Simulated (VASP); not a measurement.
# Nb: single point with PBE

Crystal: Nb.

```
Nb
1.0
    -1.65480    1.65480    1.65480
     1.65480   -1.65480    1.65480
     1.65480    1.65480   -1.65480
Nb
1
Direct
  0.00000 0.00000 0.00000
```

```yaml
Program: VASP 6.6.1
Task: single point
Functional: PBE
Potentials_or_basis: VASP PAW PBE potentials, release 64 (Nb_sv)
Cutoff: 520 eV
k_mesh: 14 × 14 × 14
Occupations: fermi-dirac, width 0.1 eV
Spin: no spin polarisation
Dipole_correction: no
Further_INCAR_settings: ALGO = Normal; EDIFF = 1e-07; NBANDS = 12
```

The pressure is 0.2 GPa.

Levels at points of the mesh, in eV from the Fermi level:
```
           k point  band 2  band 3  band 4  band 5  band 6  band 7  band 8  band 9  band 10  band 11
(0.00, 0.00, 0.00)  -29.71  -29.71  -29.71   -5.95    0.35    0.35    0.35    3.24     3.24    14.18
(0.50, 0.00, 0.00)  -31.04  -30.13  -29.72   -3.72   -1.66    2.23    3.26    3.94     6.30    11.58
(0.50, 0.50, 0.50)  -30.62  -30.62  -30.62   -3.70   -3.70    5.54    5.54    5.54     9.00     9.00
```

It took 18 s on 1 thread of AMD EPYC 9R14 (Zen 4) (shared host), peak memory 0.12 GiB.
